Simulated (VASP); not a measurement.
# SnSe (I4/mmm) in VASP: a series of runs, part 2 of 2

VASP 6.6.1. Earlier steps stand in the parts before.

**3. Single point, r2SCAN**

This run uses another cell than the first one, of the same volume but with other edges.

POSCAR

```
SnSe
1.0
    0.0000000000      2.9158752115      3.2074627327
    2.9158752115      0.0000000000      3.2074627327
    2.9158752115      2.9158752115      0.0000000000
Sn Se
1 1
Direct
    0.0000000000      0.0000000000      0.0000000000
    0.5000000000      0.5000000000      0.5000000000
```

INCAR.step1

```
PREC = Accurate
ENCUT = 520
ISMEAR = 0
SIGMA = 0.05
LREAL = False
LASPH = True
NELM = 60
NBANDS = 17
GGA = PE
ALGO = Normal
EDIFF = 1E-4
LWAVE = True
LCHARG = False
```

INCAR.step2

```
PREC = Accurate
ENCUT = 520
EDIFF = 1E-6
ISMEAR = 0
SIGMA = 0.05
LREAL = False
LASPH = True
NELM = 60
ALGO = Normal
ISIF = 2
LWAVE = False
LCHARG = False
METAGGA = R2SCAN
LMIXTAU = True
NBANDS = 17
ISTART = 1
```

KPOINTS

```
regular mesh
0
Gamma
  12 12 12
```

Potentials or basis: VASP PAW PBE potentials, release 64 (Sn_d, Se).

Command:

```bash
cat potpaw_PBE.64/Sn_d/POTCAR potpaw_PBE.64/Se/POTCAR > POTCAR
cp INCAR.step1 INCAR
mpirun -np 1 vasp_std > vasp.out
cp INCAR.step2 INCAR
mpirun -np 1 vasp_std > vasp.out
```

OUTCAR:

```text
PREC = Accurate
   ENCUT = 520
   EDIFF = 1E-6
   ISMEAR = 0
   LREAL = False
   LASPH = True
   NELM = 60
   ISIF = 2
   METAGGA = R2SCAN
   ISTART = 1

 ion  position               nearest neighbor table
   1  0.000  0.000  0.000-   2 2.92   2 2.92   2 2.92   2 2.92   2 3.21   2 3.21
   2  0.500  0.500  0.500-   1 2.92   1 2.92   1 2.92   1 2.92   1 3.21   1 3.21

  LATTYP: Found a body centered tetragonal cell.
 ALAT       =     4.1236702703
 C/A-ratio  =     1.5556349186

  Lattice vectors:

 A1 = (  -2.9158752115,   0.0000000000,   3.2074627327)
 A2 = (   2.9158752115,   0.0000000000,   3.2074627327)
 A3 = (   0.0000000000,   2.9158752115,  -3.2074627327)

Analysis of symmetry for initial positions (statically):
=====================================================================
 Subroutine PRICEL returns:
 Original cell was already a primitive cell.

 Routine SETGRP: Setting up the symmetry group for a
 body centered tetragonal supercell.

 Subroutine GETGRP returns: Found 16 space group operations
 (whereof 16 operations were pure point group operations)
 out of a pool of 16 trial point group operations.

The static configuration has the point symmetry D_4h.

Analysis of symmetry for dynamics (positions and initial velocities):
=====================================================================
 Subroutine PRICEL returns:
 Original cell was already a primitive cell.

 Routine SETGRP: Setting up the symmetry group for a
 body centered tetragonal supercell.

 Subroutine GETGRP returns: Found 16 space group operations
 (whereof 16 operations were pure point group operations)
 out of a pool of 16 trial point group operations.

The dynamic configuration has the point symmetry D_4h.

 Subroutine INISYM returns: Found 16 space group operations
 (whereof 16 operations are pure point group operations),
 and found     1 'primitive' translations

[... 113 lines left out ...]
     AMIX     =   0.40;   BMIX     =  1.00
     AMIX_MAG =   1.60;   BMIX_MAG =  1.00
  volume/ion in A,a.u.               =      27.27       184.03
  Fermi-wavevector in a.u.,A,eV,Ry     =   1.171768  2.214321 18.681350  1.373040
  Thomas-Fermi vector in A             =   2.308207
   LORBIT       =      0    0 simple, 1 ext, 2 COOP (PROOUT), +10 PAW based schemes
   METAGGA = R2SCAN    functional components
   LHFCALC =     F    Hartree Fock is set to
   AEXX    =    0.0000 exact exchange contribution
   IVDW    =     0    specifies the selected vdW correction
   LEPSILON=     F    determine dielectric tensor
   LRPA    =     F    only Hartree local field effects (RPA)
 non-spin polarized calculation
 Gauss-broadening in eV      SIGMA  =   0.05
  energy-cutoff  :      520.00
  volume of cell :       54.54
 maximum number of plane-waves:      1492
   NGX = 17   NGY = 17   NGZ = 15

 number of electron      20.0000004 magnetization

 Free energy of the ion-electron system (eV)
  ---------------------------------------------------
  ext. energy  EPLUGINS =         0.00000000
  ---------------------------------------------------
  free energy    TOTEN  =       -39.76009611 eV

  energy without entropy =      -39.75995830  energy(sigma->0) =      -39.76002721

 E-fermi :   5.8970     XC(G=0): -10.1720

 val. band max:        5.8538199811   @ k =  -0.4167   0.0833   0.0000
 cond. band min:       5.9531189840   @ k =  -0.4167   0.0000   0.0833
 fundamental gap:      0.0992990030
 Fermi energy:         5.8970151794

 k-point     1 :       0.0000    0.0000    0.0000
  band No.  band energies     occupation
      1     -16.8594      2.00000
      2     -16.8380      2.00000
      3     -16.8380      2.00000
      4     -16.8097      2.00000
      5     -16.8088      2.00000
      6      -9.0543      2.00000
[... 457 lines left out ...]
      4     -16.8182      2.00000
      5     -16.7959      2.00000
      6      -8.0098      2.00000
[... 9 lines left out ...]
     16      15.3982      0.00000
     17      16.9125      0.00000

 [... further k-points ...]

------------------------ aborting loop because EDIFF is reached ----------------------------------------

  FORCE on cell =-STRESS in cart. coord.  units (eV):
  Direction    XX          YY          ZZ          XY          YZ          ZX
  --------------------------------------------------------------------------------------
  -------------------------------------------------------------------------------------
  Total        1.5336172      1.5336172     -1.8062776      0.0000000      0.0000000      0.0000000
  in kB       45.0503390     45.0503390    -53.0597980      0.0000000      0.0000000      0.0000000
  external PRESSURE =      12.3469600 kB  Pullay stress =       0.0000000 kB

 VOLUME and BASIS-vectors are now :
 -----------------------------------------------------------------------------
  energy-cutoff  :      520.00
  volume of cell :       54.54
      direct lattice vectors                 reciprocal lattice vectors
     0.000000000  2.915875211  3.207462733    -0.171475102  0.171475102  0.155886457
     2.915875211  0.000000000  3.207462733     0.171475102 -0.171475102  0.155886457
     2.915875211  2.915875211  0.000000000     0.171475102  0.171475102 -0.155886457

 POSITION                                       TOTAL-FORCE (eV/Angst)
 -----------------------------------------------------------------------------------
      0.00000      0.00000      0.00000        -0.000000      0.000000      0.000000
      2.91588      2.91588      3.20746         0.000000     -0.000000      0.000000
 -----------------------------------------------------------------------------------
    total drift:                                0.000000     -0.000000     -0.000000

  FREE ENERGIE OF THE ION-ELECTRON SYSTEM (eV)
  ---------------------------------------------------
  free  energy   TOTEN  =       -39.7600961124 eV

  energy  without entropy=      -39.7599582979  energy(sigma->0) =      -39.76002721
```

OUTCAR.step1:

```text
PREC = Accurate
   ENCUT = 520
   ISMEAR = 0
   LREAL = False
   LASPH = True
[... 702 lines left out ...]
      0.00000      0.00000      0.00000        -0.000000      0.000000     -0.000000
      2.91588      2.91588      3.20746         0.000000     -0.000000      0.000000
 -----------------------------------------------------------------------------------
    total drift:                                0.000000     -0.000000     -0.000000

  FREE ENERGIE OF THE ION-ELECTRON SYSTEM (eV)
  ---------------------------------------------------
  free  energy   TOTEN  =        -8.0990541625 eV

  energy  without entropy=       -8.0986196404  energy(sigma->0) =       -8.09883690
```

Run time: 2.4 min. Hardware: 1 thread of Intel Xeon 6975P-C (Granite Rapids), shared host; peak memory 0.3 GiB.

What came out:

* Free energy: -39.7601 eV
* Pressure: 1.2 GPa
* Band gap on the k mesh: 0.10 eV (least direct gap 0.30 eV)

Stress tensor (GPa, compression positive):
```
 4.51  0.00  0.00
 0.00  4.51  0.00
 0.00  0.00 -5.31
```

Caveat: the PAW data sets were made with another functional, which shifts forces and pressure a little; spin-orbit coupling is left out, which moves the levels of the heavy elements. A k mesh can miss the band edges.
